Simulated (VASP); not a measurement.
The system is RbAgBr2.

```
Rb Br Ag
1.0
     4.51799    0.00000    0.00000
     0.00000    4.51799    0.00000
     0.00000    0.00000    6.35632
Rb Br Ag
1 2 1
Direct
  0.00000 0.00000 0.00000
  0.00000 0.00000 0.50000
  0.50000 0.50000 0.00000
  0.50000 0.50000 0.50000
```

Base run:

| Item | Value |
| --- | --- |
| Program | VASP 6.6.1 |
| Functional | PBE |
| Potentials or basis | VASP PAW PBE potentials, release 64 (Rb_sv, Br, Ag) |
| Cutoff | 520 eV |
| k mesh | 4 × 4 × 4 |
| Occupations | gaussian, width 0.01 eV |
| Spin | no spin polarisation |

Its results: band gap on the k mesh 1.18 eV, indirect (least direct gap 1.81 eV); pressure 0.9 GPa.

Question: After a change of settings the same cell gave: band gap on the k mesh 1.17 eV, indirect (least direct gap 1.79 eV); pressure 1.5 GPa. Which change was it?
A. k mesh from 4 × 4 × 4 to 2 × 2 × 2; further incar settings from ALGO = Normal; EDIFF = 1e-06; NBANDS = 25 to ALGO = Normal; EDIFF = 1e-07; NBANDS = 25
B. functional from PBE to r2SCAN
C. k mesh from 4 × 4 × 4 to 3 × 3 × 3
D. k mesh from 4 × 4 × 4 to 8 × 8 × 1

Answer: A.

Caveats: some runs use coarse meshes.
